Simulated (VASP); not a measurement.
Set up this calculation in VASP 6.6.1, as the native input.

- Task: single point
- Functional: PBE
- Potentials or basis: VASP PAW PBE potentials, release 64 (Mg, O)
- Cutoff: 520 eV
- k mesh: 10 × 10 × 10
- Occupations: gaussian, width 0.05 eV
- Spin: no spin polarisation
- Dipole correction: no
- Further INCAR settings: ALGO = Normal; EDIFF = 1e-06; NBANDS = 11

The structure of MgO lies in POSCAR:

```
MgO
1.0
    0.0000000000      2.1351500000      2.1351500000
    2.1351500000      0.0000000000      2.1351500000
    2.1351500000      2.1351500000      0.0000000000
Mg O
1 1
Direct
    0.0000000000      0.0000000000      0.0000000000
    0.4297473245      0.4297473245      0.4709003890
```

This cell differs from its parent crystal: atom 2 (O) moved by (-0.300, -0.300) A along [1 1 0] and z.

These files were run (other wordings do the same):

INCAR

```
SYSTEM = MgO
PREC     = Accurate       ! precision mode
ENCUT    = 520            ! plane-wave cutoff, eV
EDIFF    = 1E-6           ! SCF threshold, eV
ISMEAR   = 0              ! smearing method
SIGMA    = 0.05           ! smearing width, eV
LREAL    = .FALSE.        ! projectors in reciprocal space
LASPH    = .TRUE.         ! aspherical terms in the spheres
NELM     = 60             ! most SCF steps
ALGO     = Normal         ! electronic algorithm
ISIF     = 2              ! what is computed and relaxed
LWAVE    = .FALSE.        ! write WAVECAR
LCHARG   = .TRUE.         ! write CHGCAR
GGA      = PE             ! functional
LELF     = .TRUE.         ! ELF
LVHAR    = .TRUE.       
NBANDS   = 11             ! bands
```

KPOINTS

```
Automatic mesh
0
G
  10 10 10
  0 0 0
```

Potentials or basis: VASP PAW PBE potentials, release 64 (Mg, O).

Command:

```console
$ cat potpaw_PBE.64/Mg/POTCAR potpaw_PBE.64/O/POTCAR > POTCAR
$ mpirun -np 1 vasp_std > vasp.out
```

Results of the run:

- Pressure: 12.1 GPa
- Largest force: 2.018 eV/Å
- Band gap on the k mesh: 4.19 eV, direct

Caveat: the cell differs from its parent crystal (atom 2 (O) moved by (-0.300, -0.300) A along [1 1 0] and z); forces of over 1 eV/Å act on the atoms, so gaps and moduli don't describe the material at rest.

It took 46 s on 1 thread of AMD EPYC 7R43 64-Core Processor (Zen 3) (shared host), peak memory 0.16 GiB.
